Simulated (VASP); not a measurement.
# Mg (P6_3/mmc) in VASP: notebook

Mg is run at these levels: PBE0; tasks: single point.

All numbers are computed with VASP 6.6.1; they aren't measurements. Logs are shortened: lines on timing, memory, paths and dates and some standing lists are left out, and cuts for length are marked.

## Step 1: The cell of the first run

Symmetry: P6_3/mmc, No. 194, hexagonal system. The conventional cell has a = 3.195 Å, b = 3.195 Å, c = 5.190 Å, α = 90.00°, β = 90.00°, γ = 120.00°. Within 4.2 Å of Mg (site symmetry -6m2) lie 12 Mg at 3.18 to 3.19 Å.

## Step 2: Single point, PBE0

The input, POSCAR:

```
Mg
1.0
    3.1947340000      0.0000000000      0.0000000000
   -1.5973670000      2.7667210000      0.0000000000
    0.0000000000      0.0000000000      5.1900560000
Mg
2
Direct
    0.3333330000      0.6666670000      0.2500000000
    0.6666670000      0.3333330000      0.7500000000
```

The input, INCAR.step1:

```
SYSTEM = Mg
ALGO = Normal
EDIFF = 1E-5
ENCUT = 520
GGA = PE
ISIF = 2
ISMEAR = 0
LASPH = .TRUE.
LCHARG = .FALSE.
LREAL = .FALSE.
LWAVE = .TRUE.
NBANDS = 9
NELM = 100
PREC = Accurate
SIGMA = 0.1
```

The input, INCAR.step2:

```
SYSTEM = Mg
AEXX = 0.25
ALGO = Normal
EDIFF = 1E-7
ENCUT = 520
GGA = PE
ISIF = 2
ISMEAR = 0
ISTART = 1
LASPH = .TRUE.
LCHARG = .FALSE.
LHFCALC = .TRUE.
LREAL = .FALSE.
LWAVE = .FALSE.
NBANDS = 9
NELM = 100
PREC = Accurate
PRECFOCK = Normal
SIGMA = 0.1
```

The input, KPOINTS:

```
k-points
0
G
  6 6 4
  0 0 0
```

Potentials or basis: VASP PAW PBE potentials, release 64 (Mg).

Launch:

```sh
$ cat potpaw_PBE.64/Mg/POTCAR > POTCAR
$ cp INCAR.step1 INCAR
$ mpirun -np 1 vasp_std > vasp.out
$ cp INCAR.step2 INCAR
$ mpirun -np 1 vasp_std > vasp.out
```

OUTCAR:

```text
SYSTEM = Mg
   AEXX = 0.25
   EDIFF = 1E-7
   ENCUT = 520
   GGA = PE
   ISIF = 2
   ISMEAR = 0
   ISTART = 1
   LASPH = .TRUE.
   LHFCALC = .TRUE.
   LREAL = .FALSE.
   NELM = 100
   PREC = Accurate
   PRECFOCK = Normal

 ion  position               nearest neighbor table
   1  0.333  0.667  0.250-   2 3.18   2 3.18   2 3.18   2 3.18   2 3.18   2 3.18
   2  0.667  0.333  0.750-   1 3.18   1 3.18   1 3.18   1 3.18   1 3.18   1 3.18

  LATTYP: Found a hexagonal cell.
 ALAT       =     3.1947340000
 C/A-ratio  =     1.6245659263

  Lattice vectors:

 A1 = (   3.1947340000,   0.0000000000,   0.0000000000)
 A2 = (  -1.5973670000,   2.7667210000,   0.0000000000)
 A3 = (   0.0000000000,   0.0000000000,   5.1900560000)

Analysis of symmetry for initial positions (statically):
=====================================================================
 Subroutine PRICEL returns:
 Original cell was already a primitive cell.

 Routine SETGRP: Setting up the symmetry group for a
 hexagonal supercell.

 Subroutine GETGRP returns: Found 24 space group operations
 (whereof 12 operations were pure point group operations)
 out of a pool of 24 trial point group operations.

The static configuration has the point symmetry D_3d.
 The point group associated with its full space group is D_6h.

Analysis of symmetry for dynamics (positions and initial velocities):
=====================================================================
 Subroutine PRICEL returns:
 Original cell was already a primitive cell.

 Routine SETGRP: Setting up the symmetry group for a
 hexagonal supercell.

 Subroutine GETGRP returns: Found 24 space group operations
 (whereof 12 operations were pure point group operations)
 out of a pool of 24 trial point group operations.

The dynamic configuration has the point symmetry D_3d.
 The point group associated with its full space group is D_6h.

 Subroutine INISYM returns: Found 24 space group operations
 (whereof 12 operations are pure point group operations),
 and found     1 'primitive' translations

----------------------------------------------------------------------------------------

                                     Primitive cell

  volume of cell :      45.8746

  direct lattice vectors                    reciprocal lattice vectors
     3.194734000  0.000000000  0.000000000     0.313015105  0.180719342  0.000000000
    -1.597367000  2.766721000  0.000000000     0.000000000  0.361438685  0.000000000
     0.000000000  0.000000000  5.190056000     0.000000000  0.000000000  0.192676148

  length of vectors
     3.194734000  3.194734171  5.190056000     0.361438704  0.361438685  0.192676148

  position of ions in fractional coordinates (direct lattice)
     0.333333000  0.666667000  0.250000000
     0.666667000  0.333333000  0.750000000

  ion indices of the primitive-cell ions
   primitive index   ion index
                 1           1
                 2           2

----------------------------------------------------------------------------------------

 KPOINTS: k-points

Automatic generation of k-mesh.
 Grid dimensions read from file:
 generate k-points for:    6    6    4

 Generating k-lattice:

  Cartesian coordinates                     Fractional coordinates (reciprocal lattice)
     0.052169184  0.030119890  0.000000000     0.166666667  0.000000000  0.000000000
     0.000000000  0.060239781  0.000000000     0.000000000  0.166666667  0.000000000
     0.000000000  0.000000000  0.048169037     0.000000000  0.000000000  0.250000000

  Length of vectors
     0.060239784  0.060239781  0.048169037

  Shift w.r.t. Gamma in fractional coordinates (k-lattice)
     0.000000000  0.000000000  0.000000000

 Subroutine IBZKPT returns following result:
 ===========================================

 Found     21 irreducible k-points:

 Following reciprocal coordinates:
            Coordinates               Weight
  0.000000  0.000000  0.000000      1.000000
  0.166667  0.000000  0.000000      6.000000
  0.333333  0.000000  0.000000      6.000000
  0.500000 -0.000000  0.000000      3.000000
  0.166667  0.166667  0.000000      6.000000
  0.333333  0.166667  0.000000     12.000000
[... 13 lines left out ...]
  0.333333  0.166667  0.500000     12.000000
  0.333333  0.333333  0.500000      2.000000
   k-points           NKPTS =     21   k-points in BZ     NKDIM =    144   number of bands    NBANDS=      9
   number of dos      NEDOS =    301   number of ions     NIONS =      2
   total plane-waves  NPLWV =  23040
   dimension x,y,z NGX =    24 NGY =   24 NGZ =   40
   dimension x,y,z NGXF=    48 NGYF=   48 NGZF=   80
   ions per type =               2
   NGX,Y,Z   is equivalent  to a cutoff of  12.49, 12.49, 12.81 a.u.
   NGXF,Y,Z  is equivalent  to a cutoff of  24.98, 24.98, 25.63 a.u.
 SYSTEM =  Mg
   PREC   = accura    normal or accurate (medium, high low for compatibility)
   ISTART =      1    job   : 0-new  1-cont  2-samecut
   ICHARG =      0    charge: 1-file 2-atom 10-const
   ISPIN  =      1    spin polarized calculation?
   LNONCOLLINEAR =      F non collinear calculations
   LSORBIT =      F    spin-orbit coupling
   LASPH  =      T    aspherical Exc in radial PAW
   ENCUT  =  520.0 eV  38.22 Ry    6.18 a.u.   5.94  5.94  9.65*2*pi/ulx,y,z
   NELM   =    100;   NELMIN=  2; NELMDL=  0     # of ELM steps
   EDIFF  = 0.1E-06   stopping-criterion for ELM
   LREAL  =      F    real-space projection
   EDIFFG = 0.1E-05   stopping-criterion for IOM
   NSW    =      0    number of steps for IOM
   IBRION =     -1    ionic relax: 0-MD 1-quasi-New 2-CG
   NFREE  =      0    steps in history (QN), initial steepest desc. (CG)
   ISIF   =      2    stress and relaxation
   ISYM   =      3    0-nonsym 1-usesym 2-fastsym
   POTIM  = 0.5000    time-step for ionic-motion
   TEBEG  =    0.0;   TEEND  =   0.0 temperature during run
   PSTRESS=    0.0 pullay stress
   NELECT =       4.0000    total number of electrons
   NUPDOWN=      -1.0000    fix difference up-down
   EMIN   =  10.00;   EMAX   =-10.00  energy-range for DOS
   EFERMI =   0.00;   METHOD = LEGACY
   ISMEAR =     0;   SIGMA  =   0.10  broadening in eV -4-tet -1-fermi 0-gaus
   EFERMI_NEDOS =   21; number of points for ismear=-14 and -15
   IALGO  =     38    algorithm
   IMIX   =      1    mixing-type and parameters
     AMIX     =   0.40;   BMIX     =  1.00
     AMIX_MAG =   1.60;   BMIX_MAG =  1.00
  volume/ion in A,a.u.               =      22.94       154.79
  Fermi-wavevector in a.u.,A,eV,Ry     =   0.725946  1.371838  7.170231  0.526997
  Thomas-Fermi vector in A             =   1.816795
   LORBIT       =      0    0 simple, 1 ext, 2 COOP (PROOUT), +10 PAW based schemes
   GGA     = PE    functional components
   LHFCALC =     T    Hartree Fock is set to
   PRECFOCK=normal    Normal, Fast or Accurate (Low or Medium for compatibility)
   ENCUT4O =  -1.0   cutoff for four orbital integrals eV
   NKREDX  =     1    reduce k-point grid by
   NKREDY  =     1    reduce k-point grid by
   NKREDZ  =     1    reduce k-point grid by
   AEXX    =    0.2500 exact exchange contribution
   HFSCREEN=    0.0000 screening length (either q_TF or 0.3 A-1)
   HFSCREENC=   0.0000 screening length for correlation (either q_TF or 0.3 A-1)
   ENCUTFOCK=  -1.0 apply spherical cutoff to Coloumb kernel
   IVDW    =     0    specifies the selected vdW correction
   LEPSILON=     F    determine dielectric tensor
   LRPA    =     F    only Hartree local field effects (RPA)
 non-spin polarized calculation
 Gauss-broadening in eV      SIGMA  =   0.10
  energy-cutoff  :      520.00
  volume of cell :       45.87
 maximum number of plane-waves:      1272
 NGX is ok and might be reduce to    24
  NGX = 18; NGY = 18; NGZ = 30

 number of electron       4.0000000 magnetization

 Free energy of the ion-electron system (eV)
  ---------------------------------------------------
  ext. energy  EPLUGINS =         0.00000000
  ---------------------------------------------------
  free energy    TOTEN  =        -3.01213684 eV

  energy without entropy =       -3.00839181  energy(sigma->0) =       -3.01026433

 E-fermi :   2.5597     XC(G=0):  -6.7001

 val. band max:        2.1243154331   @ k =   0.1667   0.1667   0.0000
 cond. band min:       2.6073578933   @ k =   0.3333   0.1667   0.0000
 fundamental gap:      0.4830424602
 Fermi energy:         2.5596642656

 k-point     1 :       0.0000    0.0000    0.0000
  band No.  band energies     occupation
      1      -5.8505      2.00000
      2       0.2742      2.00000
      3       0.9248      2.00000
      4      14.7599      0.00000
      5      14.7599      0.00000
      6      14.9221      0.00000
      7      14.9221      0.00000
      8      15.6508      0.00000
      9      17.3215      0.00000

 k-point     2 :       0.1667    0.0000    0.0000
  band No.  band energies     occupation
      1      -5.2217      2.00000
      2       0.8877      2.00000
      3       1.5896      2.00000
      4       9.7737      0.00000
      5      12.4760      0.00000
      6      13.0832      0.00000
      7      14.6737      0.00000
      8      15.6520      0.00000
      9      17.1668      0.00000

 k-point     3 :       0.3333    0.0000    0.0000
  band No.  band energies     occupation
      1      -3.3351      2.00000
      2       3.1991      0.00000
      3       3.5669      0.00000
      4       5.1785      0.00000
      5       9.9954      0.00000
      6      10.1774      0.00000
      7      11.0393      0.00000
      8      12.8677      0.00000
      9      15.5834      0.00000
[... 193 lines left out ...]
 k-point    20 :       0.3333    0.1667    0.5000
  band No.  band energies     occupation
      1       0.1362      2.00000
      2       0.1362      2.00000
      3       4.4298      0.00000
      4       4.4298      0.00000
      5       7.9180      0.00000
      6       7.9180      0.00000
      7      12.5749      0.00000
      8      12.5749      0.00000
      9      15.4058      0.00000

 k-point    21 :       0.3333    0.3333    0.5000
  band No.  band energies     occupation
      1       4.4587      0.00000
      2       4.4587      0.00000
      3       4.8619      0.00000
      4       4.8619      0.00000
      5       5.7923      0.00000
      6       5.7923      0.00000
      7      15.1806      0.00000
      8      15.1806      0.00000
      9      15.3062      0.00000

------------------------ aborting loop because EDIFF is reached ----------------------------------------

  FORCE on cell =-STRESS in cart. coord.  units (eV):
  Direction    XX          YY          ZZ          XY          YZ          ZX
  --------------------------------------------------------------------------------------
  -------------------------------------------------------------------------------------
  Total       -0.1903415     -0.1903416      0.0796762      0.0000000     -0.0000000      0.0000000
  in kB       -6.6477095     -6.6477105      2.7827031      0.0000000     -0.0000000      0.0000000
  external PRESSURE =      -3.5042389 kB  Pullay stress =       0.0000000 kB

 VOLUME and BASIS-vectors are now :
 -----------------------------------------------------------------------------
  energy-cutoff  :      520.00
  volume of cell :       45.87
      direct lattice vectors                 reciprocal lattice vectors
     3.194734000  0.000000000  0.000000000     0.313015105  0.180719342  0.000000000
    -1.597367000  2.766721000  0.000000000     0.000000000  0.361438685  0.000000000
     0.000000000  0.000000000  5.190056000     0.000000000  0.000000000  0.192676148

 POSITION                                       TOTAL-FORCE (eV/Angst)
 -----------------------------------------------------------------------------------
     -0.00000      1.84448      1.29751         0.000000      0.000000     -0.000000
      1.59737      0.92224      3.89254        -0.000000      0.000000      0.000000
 -----------------------------------------------------------------------------------
    total drift:                               -0.000000     -0.000001     -0.000000

  FREE ENERGIE OF THE ION-ELECTRON SYSTEM (eV)
  ---------------------------------------------------
  free  energy   TOTEN  =        -3.0121368444 eV

  energy  without entropy=       -3.0083918116  energy(sigma->0) =       -3.01026433
```

Run time: 2.9 min. Hardware: 1 thread of Intel Xeon Platinum 8559C (Emerald Rapids), shared host; peak memory 0.17 GiB.

Results:

| Quantity | Value |
| --- | --- |
| Free energy | -3.0121 eV |
| Pressure | -0.4 GPa |
| Band gap on the k mesh | zero (band 2 reaches 4.46 eV, above the bottom of band 3 at 0.92 eV) |

Caveat: the k points lie up to 0.38 Å⁻¹ apart; the PAW data sets were made with another functional, which shifts forces and pressure a little.

## Step 3: Single point, PBE0

POSCAR is that of step 2.

INCAR.step1 is that of step 2.

INCAR.step2, as its differences from that of step 2:

```diff
@@ -3,3 +3,3 @@
 ALGO = Normal
-EDIFF = 1E-7
+EDIFF = 1E-6
 ENCUT = 520
```

The input, KPOINTS:

```
k-points
0
G
  9 9 6
  0 0 0
```

Potentials or basis: VASP PAW PBE potentials, release 64 (Mg).

Launch:

```sh
$ cat potpaw_PBE.64/Mg/POTCAR > POTCAR
$ cp INCAR.step1 INCAR
$ mpirun -np 1 vasp_std > vasp.out
$ cp INCAR.step2 INCAR
$ mpirun -np 1 vasp_std > vasp.out
```

It took 16 min on 1 thread of Intel Xeon Platinum 8559C (Emerald Rapids), shared host; peak memory 0.21 GiB.

Results (log left out):

| Property | Result |
| --- | --- |
| Free energy | -3.0532 eV |
| Pressure | -0.2 GPa |
| Band gap on the k mesh | zero (band 2 reaches 4.46 eV, above the bottom of band 3 at 1.00 eV) |

Stress tensor (GPa, compression positive):
```
 0.17  0.00  0.00
 0.00  0.17  0.00
 0.00  0.00 -1.05
```

Levels at points of the mesh, in eV from the Fermi level:
| k point | band 1 | band 2 | band 3 | band 4 | band 5 | band 6 |
| --- | --- | --- | --- | --- | --- | --- |
| (0.00, 0.00, 0.00) | -8.31 | -2.07 | -1.46 | 12.30 | 12.30 | 12.46 |
| (0.00, 0.00, 0.50) | -6.70 | -6.70 | 6.13 | 6.13 | 13.08 | 13.08 |

Caveat: the PAW data sets were made with another functional, which shifts forces and pressure a little.
